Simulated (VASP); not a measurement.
# H8SO6 in VASP: notebook

The runs below take H8SO6 through single point, with PBE+D3(BJ).

All numbers are computed with VASP 6.6.1; they aren't measurements. Logs are shortened: lines on timing, memory, paths and dates and some standing lists are left out, and cuts for length are marked.

### Step 1. The cell of the first run

The cell holds an amorphous packing of atoms, 15 atoms: a = 5.589 Å, b = 5.589 Å, c = 5.589 Å, α = 90.00°, β = 90.00°, γ = 90.00°.

### Step 2. Single point, PBE+D3(BJ)

File INCAR:

```
SYSTEM = H8SO6
PREC = Accurate ; ENCUT = 520
EDIFF = 1E-7 ; ISMEAR = -1
SIGMA = 0.02 ; LREAL = Auto
LASPH = .TRUE. ; NELM = 60
ALGO = Normal ; ISIF = 2
LWAVE = .FALSE. ; LCHARG = .FALSE.
GGA = PE ; IVDW = 12
NBANDS = 38
```

File KPOINTS:

```
Automatic mesh
0
G
  1 1 1
  0 0 0
```

File POSCAR:

```
H8SO6
1.0
    5.5891800000      0.0000000000      0.0000000000
    0.0000000000      5.5891800000      0.0000000000
    0.0000000000      0.0000000000      5.5891800000
O H S
6 8 1
Direct
    0.7477841114      0.5422799051      0.4935607728
    0.4821458604      0.1303590151      0.7407884520
    0.1495031472      0.7712043627      0.5260879056
    0.2338088950      0.3331436812      0.2219645816
    0.8263466197      0.9264507495      0.1914949957
    0.5236009576      0.6571268057     -0.0076934362
    0.9168786835      0.5824825824      0.5502596087
    0.6425629520      0.4363788606      0.6072089287
    0.4993934710     -0.0538540537      0.7879152219
    0.3531108320      0.0861128108      0.6377679731
    0.0697418942      0.7889708329      0.3596413070
    0.3018868600      0.6855567364      0.4824500195
    0.2690376764      0.3156992618      0.0501325776
    0.0808526474      0.2508418051      0.2300874189
    0.6117355319      0.7880941390      0.2191019076
```

Potentials or basis: VASP PAW PBE potentials, release 64 (O, H, S).

Run with:

```
$ cat potpaw_PBE.64/O/POTCAR potpaw_PBE.64/H/POTCAR potpaw_PBE.64/S/POTCAR > POTCAR
$ mpirun -np 1 vasp_gam > vasp.out
```

OUTCAR:

```text
SYSTEM = H8SO6
   PREC = Accurate
   ENCUT = 520
   EDIFF = 1E-7
   ISMEAR = -1
   LREAL = Auto
   LASPH = .TRUE.
   NELM = 60
   ISIF = 2
   GGA = PE
   IVDW = 12
 IVDW          = 12

 ion  position               nearest neighbor table
   1  0.748  0.542  0.494-   7 1.02   8 1.05  15 2.20
   2  0.482  0.130  0.741-  10 0.96   9 1.07
   3  0.150  0.771  0.526-  12 1.01  11 1.04
   4  0.234  0.333  0.222-  14 0.97  13 0.99
   5  0.826  0.926  0.191-  15 1.44
   6  0.524  0.657  0.992-  15 1.54
   7  0.917  0.582  0.550-   1 1.02
   8  0.643  0.436  0.607-   1 1.05
   9  0.499  0.946  0.788-   2 1.07
  10  0.353  0.086  0.638-   2 0.96
  11  0.070  0.789  0.360-   3 1.04
  12  0.302  0.686  0.482-   3 1.01
  13  0.269  0.316  0.050-   4 0.99
  14  0.081  0.251  0.230-   4 0.97
  15  0.612  0.788  0.219-   5 1.44   6 1.54   1 2.20

  LATTYP: Found a simple cubic cell.
 ALAT       =     5.5891800000

  Lattice vectors:

 A1 = (   5.5891800000,   0.0000000000,   0.0000000000)
 A2 = (   0.0000000000,   5.5891800000,   0.0000000000)
 A3 = (   0.0000000000,   0.0000000000,   5.5891800000)

Analysis of symmetry for initial positions (statically):
=====================================================================
 Subroutine PRICEL returns:
 Original cell was already a primitive cell.

 Routine SETGRP: Setting up the symmetry group for a
 simple cubic supercell.

 Subroutine GETGRP returns: Found  1 space group operations
 (whereof  1 operations were pure point group operations)
 out of a pool of 48 trial point group operations.

The static configuration has the point symmetry C_1 .

Analysis of symmetry for dynamics (positions and initial velocities):
=====================================================================
 Subroutine PRICEL returns:
 Original cell was already a primitive cell.

 Routine SETGRP: Setting up the symmetry group for a
 simple cubic supercell.

 Subroutine GETGRP returns: Found  1 space group operations
 (whereof  1 operations were pure point group operations)
 out of a pool of 48 trial point group operations.

The dynamic configuration has the point symmetry C_1 .

 Subroutine INISYM returns: Found  1 space group operations
 (whereof  1 operations are pure point group operations),
 and found     1 'primitive' translations

----------------------------------------------------------------------------------------

                                     Primitive cell

  volume of cell :     174.6000

  direct lattice vectors                    reciprocal lattice vectors
     5.589180000  0.000000000  0.000000000     0.178917122  0.000000000  0.000000000
     0.000000000  5.589180000  0.000000000     0.000000000  0.178917122  0.000000000
     0.000000000  0.000000000  5.589180000     0.000000000  0.000000000  0.178917122

  length of vectors
     5.589180000  5.589180000  5.589180000     0.178917122  0.178917122  0.178917122

  position of ions in fractional coordinates (direct lattice)
     0.747784111  0.542279905  0.493560773
     0.482145860  0.130359015  0.740788452
     0.149503147  0.771204363  0.526087906
     0.233808895  0.333143681  0.221964582
     0.826346620  0.926450749  0.191494996
     0.523600958  0.657126806  0.992306564
     0.916878684  0.582482582  0.550259609
     0.642562952  0.436378861  0.607208929
     0.499393471  0.946145946  0.787915222
     0.353110832  0.086112811  0.637767973
     0.069741894  0.788970833  0.359641307
     0.301886860  0.685556736  0.482450019
     0.269037676  0.315699262  0.050132578
     0.080852647  0.250841805  0.230087419
     0.611735532  0.788094139  0.219101908

  ion indices of the primitive-cell ions
   primitive index   ion index
                 1           1
                 2           2
                 3           3
                 4           4
                 5           5
                 6           6
                 7           7
                 8           8
                 9           9
                10          10
                11          11
                12          12
                13          13
                14          14
                15          15

----------------------------------------------------------------------------------------

 KPOINTS: Automatic mesh

Automatic generation of k-mesh.
 Grid dimensions read from file:
 generate k-points for:    1    1    1

 Generating k-lattice:

  Cartesian coordinates                     Fractional coordinates (reciprocal lattice)
     0.178917122  0.000000000  0.000000000     1.000000000  0.000000000  0.000000000
     0.000000000  0.178917122  0.000000000     0.000000000  1.000000000  0.000000000
     0.000000000  0.000000000  0.178917122     0.000000000  0.000000000  1.000000000

  Length of vectors
     0.178917122  0.178917122  0.178917122

  Shift w.r.t. Gamma in fractional coordinates (k-lattice)
     0.000000000  0.000000000  0.000000000

 Subroutine IBZKPT returns following result:
 ===========================================

 Found      1 irreducible k-points:

 Following reciprocal coordinates:
            Coordinates               Weight
  0.000000  0.000000  0.000000      1.000000
   k-points           NKPTS =      1   k-points in BZ     NKDIM =      1   number of bands    NBANDS=     38
   number of dos      NEDOS =    301   number of ions     NIONS =     15
   total plane-waves  NPLWV =  74088
   dimension x,y,z NGX =    42 NGY =   42 NGZ =   42
   dimension x,y,z NGXF=    84 NGYF=   84 NGZF=   84
   ions per type =               6   8   1
   NGX,Y,Z   is equivalent  to a cutoff of  12.49, 12.49, 12.49 a.u.
   NGXF,Y,Z  is equivalent  to a cutoff of  24.99, 24.99, 24.99 a.u.
 SYSTEM =  H8SO6
   PREC   = accura    normal or accurate (medium, high low for compatibility)
   ISTART =      0    job   : 0-new  1-cont  2-samecut
   ICHARG =      2    charge: 1-file 2-atom 10-const
   ISPIN  =      1    spin polarized calculation?
   LNONCOLLINEAR =      F non collinear calculations
   LSORBIT =      F    spin-orbit coupling
   LASPH  =      T    aspherical Exc in radial PAW
   ENCUT  =  520.0 eV  38.22 Ry    6.18 a.u.  10.39 10.39 10.39*2*pi/ulx,y,z
   NELM   =     60;   NELMIN=  2; NELMDL= -5     # of ELM steps
   EDIFF  = 0.1E-06   stopping-criterion for ELM
   LREAL  =      T    real-space projection
   EDIFFG = 0.1E-05   stopping-criterion for IOM
   NSW    =      0    number of steps for IOM
   IBRION =     -1    ionic relax: 0-MD 1-quasi-New 2-CG
   NFREE  =      0    steps in history (QN), initial steepest desc. (CG)
   ISIF   =      2    stress and relaxation
   ISYM   =      2    0-nonsym 1-usesym 2-fastsym
   POTIM  = 0.5000    time-step for ionic-motion
   TEBEG  =    0.0;   TEEND  =   0.0 temperature during run
   PSTRESS=    0.0 pullay stress
   NELECT =      50.0000    total number of electrons
   NUPDOWN=      -1.0000    fix difference up-down
   EMIN   =  10.00;   EMAX   =-10.00  energy-range for DOS
   EFERMI =   0.00;   METHOD = LEGACY
   ISMEAR =    -1;   SIGMA  =   0.02  broadening in eV -4-tet -1-fermi 0-gaus
   EFERMI_NEDOS =   21; number of points for ismear=-14 and -15
   IALGO  =     38    algorithm
   IMIX   =      4    mixing-type and parameters
     AMIX     =   0.40;   BMIX     =  1.00
     AMIX_MAG =   1.60;   BMIX_MAG =  1.00
  volume/ion in A,a.u.               =      11.64        78.55
  Fermi-wavevector in a.u.,A,eV,Ry     =   1.079071  2.039149 15.842549  1.164394
  Thomas-Fermi vector in A             =   2.215027
   LORBIT       =      0    0 simple, 1 ext, 2 COOP (PROOUT), +10 PAW based schemes
   GGA     = PE    functional components
   LHFCALC =     F    Hartree Fock is set to
   AEXX    =    0.0000 exact exchange contribution
   IVDW    =    12    specifies the selected vdW correction
   LEPSILON=     F    determine dielectric tensor
   LRPA    =     F    only Hartree local field effects (RPA)
 non-spin polarized calculation
  energy-cutoff  :      520.00
  volume of cell :      174.60
 maximum number of plane-waves:      2349
 NGX is ok and might be reduce to    42
   NGX = 21   NGY = 21   NGZ = 21

 number of electron      49.9999998 magnetization

 Free energy of the ion-electron system (eV)
  ---------------------------------------------------
  ext. energy  EPLUGINS =         0.00000000
  ---------------------------------------------------
  free energy    TOTEN  =       -74.45271750 eV

  energy without entropy =      -74.45271750  energy(sigma->0) =      -74.45271750

 E-fermi :  -2.2675     XC(G=0):  -7.1811

 val. band max:       -2.7931853473   @ k =   0.0000   0.0000   0.0000
 cond. band min:       0.4514935435   @ k =   0.0000   0.0000   0.0000
 fundamental gap:      3.2446788909
 Fermi energy:        -2.2674507510

 k-point     1 :       0.0000    0.0000    0.0000
  band No.  band energies     occupation
      1     -24.2862      2.00000
      2     -21.6955      2.00000
      3     -21.3458      2.00000
      4     -21.0385      2.00000
      5     -20.9590      2.00000
      6     -20.8760      2.00000
[... 29 lines left out ...]
     36       7.9577      0.00000
     37       8.2914      0.00000
 [bands above 37 left out]

------------------------ aborting loop because EDIFF is reached ----------------------------------------

 Edisp (eV)   -0.70642

 E8    (eV) :    -0.1687

  FORCE on cell =-STRESS in cart. coord.  units (eV):
  Direction    XX          YY          ZZ          XY          YZ          ZX
  --------------------------------------------------------------------------------------
  -------------------------------------------------------------------------------------
  Total      -0.09438    -5.55764    -5.58514    -0.58135    -1.84767    -0.92143
  in kB      -0.86605   -50.99845   -51.25075    -5.33459   -16.95471    -8.45528
  external pressure =      -34.37 kB  Pullay stress =        0.00 kB

 VOLUME and BASIS-vectors are now :
 -----------------------------------------------------------------------------
  energy-cutoff  :      520.00
  volume of cell :      174.60
      direct lattice vectors                 reciprocal lattice vectors
     5.589180000  0.000000000  0.000000000     0.178917122  0.000000000  0.000000000
     0.000000000  5.589180000  0.000000000     0.000000000  0.178917122  0.000000000
     0.000000000  0.000000000  5.589180000     0.000000000  0.000000000  0.178917122

 POSITION                                       TOTAL-FORCE (eV/Angst)
 -----------------------------------------------------------------------------------
      4.17950      3.03090      2.75860        -0.771341     -1.656849      1.141598
      2.69480      0.72860      4.14040         0.644789     -3.003541      1.146504
      0.83560      4.31040      2.94040         0.313622     -0.523585     -1.826299
      1.30680      1.86200      1.24060        -0.229669     -0.342666     -0.517085
      4.61860      5.17810      1.07030         1.265347      0.544307     -0.216847
      2.92650      3.67280      5.54618         1.388546      1.582159      2.470343
      5.12460      3.25560      3.07550        -0.675514     -0.063608      0.257738
      3.59140      2.43900      3.39380         1.593391      1.013712     -1.182200
      2.79120      5.28818      4.40380         0.634921      2.728177      0.027006
      1.97360      0.48130      3.56460        -1.346230      0.570064     -1.295288
      0.38980      4.40970      2.01010         0.967772      0.250945      1.600414
      1.68730      3.83170      2.69650        -1.270742      0.439126      0.397516
      1.50370      1.76450      0.28020         0.467951      0.179073      0.360800
      0.45190      1.40200      1.28600        -0.248821     -0.068050      0.337860
      3.41910      4.40480      1.22460        -2.734021     -1.649264     -2.702061
 -----------------------------------------------------------------------------------
    total drift:                                0.002902      0.000527     -0.006696

  FREE ENERGIE OF THE ION-ELECTRON SYSTEM (eV)
  ---------------------------------------------------
  free  energy   TOTEN  =       -75.1591393307 eV

  energy  without entropy=      -75.1591393307  energy(sigma->0) =      -75.15913933
```

It took 18 s on 1 thread of Intel Xeon Platinum 8488C (Sapphire Rapids), shared host; peak memory 0.25 GiB.

What came out:

```
Free energy                : -75.1591 eV
Pressure                   : -3.4 GPa
Largest force              : 4.183 eV/Å
Band gap on the k mesh     : 3.24 eV
Dispersion energy per atom : -0.047 eV
```

Forces in eV/Å, atoms in the order of the input:
```
O   -0.771 -1.657  1.142
O    0.645 -3.004  1.147
O    0.314 -0.524 -1.826
O   -0.230 -0.343 -0.517
O    1.265  0.544 -0.217
O    1.389  1.582  2.470
H   -0.676 -0.064  0.258
H    1.593  1.014 -1.182
H    0.635  2.728  0.027
H   -1.346  0.570 -1.295
H    0.968  0.251  1.600
H   -1.271  0.439  0.398
H    0.468  0.179  0.361
H   -0.249 -0.068  0.338
S   -2.734 -1.649 -2.702
```

Stress tensor (GPa, compression positive):
```
-0.09 -0.53 -0.85
-0.53 -5.10 -1.70
-0.85 -1.70 -5.13
```

Levels at points of the mesh, in eV from the valence-band top:
| k point | band 23 | band 24 | band 25 | band 26 | band 27 | band 28 |
| --- | --- | --- | --- | --- | --- | --- |
| (0.00, 0.00, 0.00) | -0.47 | -0.28 | 0.00 | 3.24 | 5.28 | 6.75 |

Caveat: the k points lie up to 1.12 Å⁻¹ apart.

### Step 3. Single point, PBE+D3(BJ)

File INCAR:

```
PREC     = Accurate       # precision mode
ENCUT    = 520            # plane-wave cutoff, eV
EDIFF    = 1E-7           # SCF threshold, eV
ISMEAR   = -1             # smearing method
SIGMA    = 0.02           # smearing width, eV
LREAL    = Auto         
LASPH    = T              # aspherical terms in the spheres
NELM     = 80             # most SCF steps
ALGO     = Normal         # electronic algorithm
ISIF     = 2              # what is computed and relaxed
LWAVE    = F              # write WAVECAR
LCHARG   = F              # write CHGCAR
GGA      = PE             # functional
IVDW     = 12             # dispersion correction
NBANDS   = 38             # bands
```

File KPOINTS:

```
Automatic mesh
0
Gamma
  1 1 1
```

File POSCAR:

```
H8SO6
1.0
    5.5891800000      0.0000000000      0.0000000000
    0.0000000000      5.5891800000      0.0000000000
    0.0000000000      0.0000000000      5.5891800000
O H S
6 8 1
Direct
    0.7439552850      0.5260521221      0.5430134653
    0.5373775760      0.1358338790      0.7305186092
    0.1424895960      0.7379257780      0.5404728422
    0.1880240035      0.3199932727      0.2179389463
    0.8481745086      0.9125309974      0.2282266808
    0.5894961336      0.6980451515     -0.0437094529
    0.8881088102      0.6223811006      0.5896392673
    0.6613134664      0.4239083372      0.6635499304
    0.5834845183     -0.0475740627      0.7410568277
    0.3826321571      0.1351182105      0.6777201665
    0.2364389767      0.8512697748      0.4304209204
    0.1894195571      0.5732683506      0.4829330957
    0.3212099091      0.3758154148      0.1150258177
    0.0611538723      0.3383680611      0.1078512411
    0.6203235537      0.8071130291      0.2018721888
```

Potentials or basis: VASP PAW PBE potentials, release 64 (O, H, S).

Run with:

```
$ cat potpaw_PBE.64/O/POTCAR potpaw_PBE.64/H/POTCAR potpaw_PBE.64/S/POTCAR > POTCAR
$ mpirun -np 1 vasp_gam > vasp.out
```

It took 19 s on 1 thread of Intel Xeon Platinum 8488C (Sapphire Rapids), shared host; peak memory 0.25 GiB.

The run converged. Its results:

* Free energy: -74.8337 eV
* Pressure: -0.4 GPa
* Largest force: 4.664 eV/Å
* Band gap on the k mesh: 2.57 eV
* Dispersion energy per atom: -0.047 eV

Forces in eV/Å, atoms in the order of the input:
```
O   -0.150 -0.275 -0.736
O    3.725 -2.492  1.293
O    2.090  0.238 -0.930
O    2.144  0.338  0.276
O    1.596  1.478  0.440
O   -0.503  0.176  2.429
H   -0.932 -0.294  0.182
H    0.754  0.460 -0.411
H   -0.660  2.678 -0.042
H   -3.454 -0.110 -1.111
H   -1.389 -1.301  1.123
H   -0.159  1.046 -0.083
H   -0.066 -0.290  0.564
H   -1.703 -0.033 -0.623
S   -1.294 -1.619 -2.373
```

Stress tensor (GPa, compression positive):
```
 5.67  1.17  2.78
 1.17 -4.42  0.63
 2.78  0.63 -2.42
```

Levels at points of the mesh, in eV from the valence-band top:
| k point | band 23 | band 24 | band 25 | band 26 | band 27 | band 28 |
| --- | --- | --- | --- | --- | --- | --- |
| (0.00, 0.00, 0.00) | -0.86 | -0.59 | 0.00 | 2.57 | 4.78 | 6.69 |

Caveat: the k points lie up to 1.12 Å⁻¹ apart.
